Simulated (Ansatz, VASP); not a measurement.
## One calculation of Ir, two programs

```
Ir
1.0
     0.00000    1.93530    1.93530
     1.93530    0.00000    1.93530
     1.93530    1.93530    0.00000
Ir
1
Direct
  0.00000 0.00000 0.00000
```

Alike in both runs: functional PBE; k mesh 18 × 18 × 18; occupations gaussian, width 0.1 eV; no spin polarisation.

Ansatz relaxed the structure, and its values are those at the end. VASP's run is a single point on that final structure, the one shown.

|  | VASP | Ansatz |
| --- | --- | --- |
| version | VASP 6.6.1 | Ansatz 0.2.0 |
| potentials or method | VASP PAW PBE potentials, release 64 (Ir), cutoff 520 eV | scalar-relativistic, plane waves, PAW |
| valence electrons in the cell | 9 | 17 |

```csv
,VASP,Ansatz,Ansatz less VASP
gap on the k mesh at the Fermi level (eV),none,none,-
pressure (GPa),0.5,0.0,-0.50
```

A gap of «none» marks a metal or a gap that the smearing closes. With one functional, cell and mesh, what is left measures potentials, basis and numerics. VASP's potentials hold 9 valence electrons a cell and Ansatz's 17, so a difference there can come from the potentials and not from the codes.

Spin-orbit coupling is off throughout.
